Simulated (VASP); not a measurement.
# BeTe (F-43m) in VASP: notebook

BeTe is run at these levels: PBE, r2SCAN; tasks: dielectric tensor.

All numbers are computed with VASP 6.6.1; they aren't measurements. Logs are shortened: lines on timing, memory, paths and dates and some standing lists are left out, and cuts for length are marked.

## 1. The cell of the first run

It takes space group F-43m (No. 216, cubic). The conventional cell has a = 5.657 Å, b = 5.657 Å, c = 5.657 Å, α = 90.00°, β = 90.00°, γ = 90.00°. Within 3.2 Å of Be (site symmetry -43m) lie 4 Te at 2.45 Å. Te (site symmetry -43m) has 4 Be at 2.45 Å within 3.2 Å.

## 2. Dielectric tensor, PBE

The input, INCAR:

```
PREC = Accurate
ENCUT = 520
EDIFF = 1E-8
ISMEAR = 0
SIGMA = 0.01
LREAL = F
LASPH = T
NELM = 100
ALGO = Normal
ISIF = 2
LWAVE = F
LCHARG = F
GGA = PE
LEPSILON = T
```

The input, KPOINTS:

```
regular mesh
0
Gamma
  6 6 6
```

The input, POSCAR:

```
BeTe
1.0
    0.0000000000      2.8286236224      2.8286236224
    2.8286236224      0.0000000000      2.8286236224
    2.8286236224      2.8286236224      0.0000000000
Be Te
1 1
Direct
    0.0000000000      0.0000000000      0.0000000000
    0.2500000000      0.2500000000      0.2500000000
```

Potentials or basis: VASP PAW PBE potentials, release 64 (Be, Te).

Run with:

```console
cat potpaw_PBE.64/Be/POTCAR potpaw_PBE.64/Te/POTCAR > POTCAR
mpirun -np 1 vasp_std > vasp.out
```

OUTCAR:

```text
PREC = Accurate
   ENCUT = 520
   EDIFF = 1E-8
   ISMEAR = 0
   LREAL = F
   LASPH = T
   NELM = 100
   ISIF = 2
   GGA = PE
   LEPSILON = T

 ion  position               nearest neighbor table
   1  0.000  0.000  0.000-   2 2.45   2 2.45   2 2.45   2 2.45
   2  0.250  0.250  0.250-   1 2.45   1 2.45   1 2.45   1 2.45

  LATTYP: Found a face centered cubic cell.
 ALAT       =     5.6572472448

  Lattice vectors:

 A1 = (   0.0000000000,   2.8286236224,   2.8286236224)
 A2 = (   2.8286236224,   0.0000000000,   2.8286236224)
 A3 = (   2.8286236224,   2.8286236224,   0.0000000000)

Analysis of symmetry for initial positions (statically):
=====================================================================
 Subroutine PRICEL returns:
 Original cell was already a primitive cell.

 Routine SETGRP: Setting up the symmetry group for a
 face centered cubic supercell.

 Subroutine GETGRP returns: Found 24 space group operations
 (whereof 24 operations were pure point group operations)
 out of a pool of 48 trial point group operations.

The static configuration has the point symmetry T_d .

Analysis of symmetry for dynamics (positions and initial velocities):
=====================================================================
 Subroutine PRICEL returns:
 Original cell was already a primitive cell.

 Routine SETGRP: Setting up the symmetry group for a
 face centered cubic supercell.

 Subroutine GETGRP returns: Found 24 space group operations
 (whereof 24 operations were pure point group operations)
 out of a pool of 48 trial point group operations.

The dynamic configuration has the point symmetry T_d .

 Subroutine INISYM returns: Found 24 space group operations
 (whereof 24 operations are pure point group operations),
 and found     1 'primitive' translations

----------------------------------------------------------------------------------------

                                     Primitive cell

  volume of cell :      45.2643

  direct lattice vectors                    reciprocal lattice vectors
     0.000000000  2.828623622  2.828623622    -0.176764415  0.176764415  0.176764415
     2.828623622  0.000000000  2.828623622     0.176764415 -0.176764415  0.176764415
     2.828623622  2.828623622  0.000000000     0.176764415  0.176764415 -0.176764415

  length of vectors
     4.000277890  4.000277890  4.000277890     0.306164948  0.306164948  0.306164948

  position of ions in fractional coordinates (direct lattice)
     0.000000000  0.000000000  0.000000000
     0.250000000  0.250000000  0.250000000

  ion indices of the primitive-cell ions
   primitive index   ion index
                 1           1
                 2           2

----------------------------------------------------------------------------------------

 KPOINTS: regular mesh

Automatic generation of k-mesh.
 Grid dimensions read from file:
 generate k-points for:    6    6    6

 Generating k-lattice:

  Cartesian coordinates                     Fractional coordinates (reciprocal lattice)
    -0.029460736  0.029460736  0.029460736     0.166666667  0.000000000  0.000000000
     0.029460736 -0.029460736  0.029460736     0.000000000  0.166666667  0.000000000
     0.029460736  0.029460736 -0.029460736     0.000000000  0.000000000  0.166666667

  Length of vectors
     0.051027491  0.051027491  0.051027491

  Shift w.r.t. Gamma in fractional coordinates (k-lattice)
     0.000000000  0.000000000  0.000000000

 Subroutine IBZKPT returns following result:
 ===========================================

 Found     16 irreducible k-points:

 Following reciprocal coordinates:
            Coordinates               Weight
  0.000000  0.000000  0.000000      1.000000
  0.166667  0.000000  0.000000      8.000000
  0.333333  0.000000  0.000000      8.000000
  0.500000  0.000000  0.000000      4.000000
  0.166667  0.166667  0.000000      6.000000
  0.333333  0.166667  0.000000     24.000000
[... 8 lines left out ...]
 -0.333333  0.333333  0.166667     24.000000
 -0.333333  0.500000  0.166667     12.000000
   k-points           NKPTS =     16   k-points in BZ     NKDIM =     16   number of bands    NBANDS=      8
   number of dos      NEDOS =    301   number of ions     NIONS =      2
   total plane-waves  NPLWV =  27000
   dimension x,y,z NGX =    30 NGY =   30 NGZ =   30
   dimension x,y,z NGXF=    60 NGYF=   60 NGZF=   60
   ions per type =               1   1
   NGX,Y,Z   is equivalent  to a cutoff of  12.47, 12.47, 12.47 a.u.
   NGXF,Y,Z  is equivalent  to a cutoff of  24.94, 24.94, 24.94 a.u.
 SYSTEM =  unknown system
   PREC   = accura    normal or accurate (medium, high low for compatibility)
   ISTART =      0    job   : 0-new  1-cont  2-samecut
   ICHARG =      2    charge: 1-file 2-atom 10-const
   ISPIN  =      1    spin polarized calculation?
   LNONCOLLINEAR =      F non collinear calculations
   LSORBIT =      F    spin-orbit coupling
   LASPH  =      T    aspherical Exc in radial PAW
   ENCUT  =  520.0 eV  38.22 Ry    6.18 a.u.   7.44  7.44  7.44*2*pi/ulx,y,z
   NELM   =    100;   NELMIN=  2; NELMDL= -5     # of ELM steps
   EDIFF  = 0.1E-07   stopping-criterion for ELM
   LREAL  =      F    real-space projection
   EDIFFG = 0.1E-06   stopping-criterion for IOM
   NSW    =      0    number of steps for IOM
   IBRION =     -1    ionic relax: 0-MD 1-quasi-New 2-CG
   NFREE  =      0    steps in history (QN), initial steepest desc. (CG)
   ISIF   =      2    stress and relaxation
   ISYM   =      2    0-nonsym 1-usesym 2-fastsym
   POTIM  = 0.5000    time-step for ionic-motion
   TEBEG  =    0.0;   TEEND  =   0.0 temperature during run
   PSTRESS=    0.0 pullay stress
   NELECT =       8.0000    total number of electrons
   NUPDOWN=      -1.0000    fix difference up-down
   EMIN   =  10.00;   EMAX   =-10.00  energy-range for DOS
   EFERMI =   0.00;   METHOD = LEGACY
   ISMEAR =     0;   SIGMA  =   0.01  broadening in eV -4-tet -1-fermi 0-gaus
   EFERMI_NEDOS =   21; number of points for ismear=-14 and -15
   IALGO  =     38    algorithm
   IMIX   =      4    mixing-type and parameters
     AMIX     =   0.40;   BMIX     =  1.00
     AMIX_MAG =   1.60;   BMIX_MAG =  1.00
  volume/ion in A,a.u.               =      22.63       152.73
  Fermi-wavevector in a.u.,A,eV,Ry     =   0.918727  1.736142 11.484116  0.844059
  Thomas-Fermi vector in A             =   2.043841
   LORBIT       =      0    0 simple, 1 ext, 2 COOP (PROOUT), +10 PAW based schemes
   GGA     = PE    functional components
   LHFCALC =     F    Hartree Fock is set to
   AEXX    =    0.0000 exact exchange contribution
   IVDW    =     0    specifies the selected vdW correction
   LEPSILON=     T    determine dielectric tensor
   LRPA    =     F    only Hartree local field effects (RPA)
 non-spin polarized calculation
 Gauss-broadening in eV      SIGMA  =   0.01
  energy-cutoff  :      520.00
  volume of cell :       45.26
 maximum number of plane-waves:      1243
 NGX is ok and might be reduce to    30
   NGX = 15   NGY = 15   NGZ = 15

--------------------------------------- Ionic step        1  -------------------------------------------

 number of electron       8.0000000 magnetization

 E-fermi :   5.0349     XC(G=0):  -9.0015

 val. band max:        4.9493302567   @ k =   0.0000   0.0000   0.0000
 cond. band min:       6.9545568818   @ k =   0.5000   0.5000   0.0000
 fundamental gap:      2.0052266250
 Fermi energy:         5.0349118128

 k-point     1 :       0.0000    0.0000    0.0000
  band No.  band energies     occupation
      1      -7.2597      2.00000
      2       4.9493      2.00000
      3       4.9493      2.00000
      4       4.9493      2.00000
      5       8.5687      0.00000
      6       8.5687      0.00000
      7       8.5687      0.00000
      8       8.6728      0.00000
[... 155 lines left out ...]
 k-point    16 :      -0.3333    0.5000    0.1667
  band No.  band energies     occupation
      1      -5.4452      2.00000
      2       0.2316      2.00000
      3       1.6276      2.00000
      4       1.9257      2.00000
      5       8.6685      0.00000
      6       9.2208      0.00000
      7      12.2403      0.00000
      8      12.5101      0.00000

  FORCE on cell =-STRESS in cart. coord.  units (eV):
  Direction    XX          YY          ZZ          XY          YZ          ZX
  --------------------------------------------------------------------------------------
  -------------------------------------------------------------------------------------
  Total        0.1062536      0.1062536      0.1062536     -0.0000000     -0.0000000      0.0000000
  in kB        3.7609593      3.7609593      3.7609593     -0.0000000     -0.0000000      0.0000000
  external PRESSURE =       3.7609593 kB  Pullay stress =       0.0000000 kB

 VOLUME and BASIS-vectors are now :
 -----------------------------------------------------------------------------
  energy-cutoff  :      520.00
  volume of cell :       45.26
      direct lattice vectors                 reciprocal lattice vectors
     0.000000000  2.828623622  2.828623622    -0.176764415  0.176764415  0.176764415
     2.828623622  0.000000000  2.828623622     0.176764415 -0.176764415  0.176764415
     2.828623622  2.828623622  0.000000000     0.176764415  0.176764415 -0.176764415

 POSITION                                       TOTAL-FORCE (eV/Angst)
 -----------------------------------------------------------------------------------
      0.00000      0.00000      0.00000        -0.000000     -0.000000     -0.000000
      1.41431      1.41431      1.41431         0.000000      0.000000      0.000000
 -----------------------------------------------------------------------------------
    total drift:                                0.000000      0.000000      0.000000

  FREE ENERGIE OF THE ION-ELECTRON SYSTEM (eV)
  ---------------------------------------------------
  free  energy   TOTEN  =        -7.6185786281 eV

  energy  without entropy=       -7.6185786281  energy(sigma->0) =       -7.61857863

 HEAD OF MICROSCOPIC STATIC DIELECTRIC TENSOR (INDEPENDENT PARTICLE, excluding Hartree and local field effects)
 ------------------------------------------------------
           8.425450    -0.000000    -0.000000
           0.000000     8.425450     0.000000
           0.000000     0.000000     8.425450
 ------------------------------------------------------

 Free energy of the ion-electron system (eV)
  ---------------------------------------------------
  ---------------------------------------------------
  free energy    TOTEN  =        -0.96632952 eV

  energy without entropy =       -0.96632952

------------------------ aborting loop because EDIFF is reached ----------------------------------------

--------------------------------------- Ionic step        2  -------------------------------------------

------------------------ aborting loop because EDIFF is reached ----------------------------------------

--------------------------------------- Ionic step        3  -------------------------------------------

 Free energy of the ion-electron system (eV)
  ---------------------------------------------------
  ---------------------------------------------------
  free energy    TOTEN  =        -0.96632865 eV

  energy without entropy =       -0.96632865

------------------------ aborting loop because EDIFF is reached ----------------------------------------

 PIEZOELECTRIC TENSOR FIELD DIRECTION 3  (e Angst)
 -----------------------------------------------------------------------------
    -0.00029 -1.39964  0.00000           (  0.00000  0.08289  0.00000)
    -1.39964 -0.00029  0.00000           (  0.08289  0.00000  0.00000)
     0.00000  0.00000 -0.00055           (  0.00000  0.00000  0.00000)

 PIEZOELECTRIC TENSOR FIELD DIRECTION 3  (C/m^2)
 -----------------------------------------------------------------------------
    -0.00010 -0.49542  0.00000
    -0.49542 -0.00010  0.00000
     0.00000  0.00000 -0.00019

 MACROSCOPIC STATIC DIELECTRIC TENSOR (including local field effects in DFT)
 ------------------------------------------------------
           7.968052     0.000000     0.000000
           0.000000     7.968052     0.000000
          -0.000000     0.000000     7.968052
 ------------------------------------------------------

 PIEZOELECTRIC TENSOR (including local field effects)  for field in x, y, z        (e  Angst)
          XX          YY          ZZ          XY          YZ          ZX
  --------------------------------------------------------------------------------
  x     0.00000     0.00000     0.00000     0.00000    -1.40721    -0.00000
  y    -0.00000     0.00000     0.00000    -0.00000     0.00000    -1.40721
  z     0.00000    -0.00000     0.00000    -1.40721    -0.00000     0.00000

 PIEZOELECTRIC TENSOR (including local field effects)  for field in x, y, z        (C/m^2)
          XX          YY          ZZ          XY          YZ          ZX
  --------------------------------------------------------------------------------
  x     0.00000     0.00000     0.00000     0.00000    -0.49810    -0.00000
  y    -0.00000     0.00000     0.00000    -0.00000     0.00000    -0.49810
  z     0.00000    -0.00000     0.00000    -0.49810    -0.00000     0.00000

 BORN EFFECTIVE CHARGES (including local field effects) (in |e|, cummulative output)
 ---------------------------------------------------------------------------------
 ion    1
    1     1.41337    -0.00000    -0.00000
    2    -0.00000     1.41337     0.00000
    3     0.00000     0.00000     1.41337
 ion    2
    1    -1.41337     0.00000     0.00000
    2     0.00000    -1.41337     0.00000
    3    -0.00000    -0.00000    -1.41337
```

Wall time 66 s (1 thread of AMD EPYC 9R45 (Zen 5), shared host); peak memory 0.18 GiB.

Results:

| Quantity | Value |
| --- | --- |
| Band gap on the k mesh | 2.01 eV (least direct gap 3.62 eV) |
| Electronic dielectric tensor (diagonal) | 7.97 |
| Born charges (mean of the diagonal) | Be +1.41; Te -1.41 e |

Levels at points of the mesh, in eV from the valence-band top:
| k point | band 2 | band 3 | band 4 | band 5 | band 6 | band 7 |
| --- | --- | --- | --- | --- | --- | --- |
| (0.00, 0.00, 0.00) | 0.00 | 0.00 | 0.00 | 3.62 | 3.62 | 3.62 |
| (0.50, 0.00, 0.00) | -5.46 | -1.11 | -1.11 | 3.04 | 4.59 | 4.59 |
| (0.50, 0.50, 0.00) | -5.04 | -2.60 | -2.60 | 2.01 | 2.68 | 9.62 |

Electronic dielectric tensor:
```
7.97 0.00 0.00
0.00 7.97 0.00
0.00 0.00 7.97
```

Born effective charge tensors (e):
atom 1, Be
```
1.41 0.00 0.00
0.00 1.41 0.00
0.00 0.00 1.41
```
atom 2, Te
```
-1.41  0.00  0.00
 0.00 -1.41  0.00
 0.00  0.00 -1.41
```

Caveat: spin-orbit coupling is left out, which moves the levels of the heavy elements.

(Part 1 of 2 ends here.)

The gap in the log of VASP goes by the Fermi energy; the results here count the filled bands.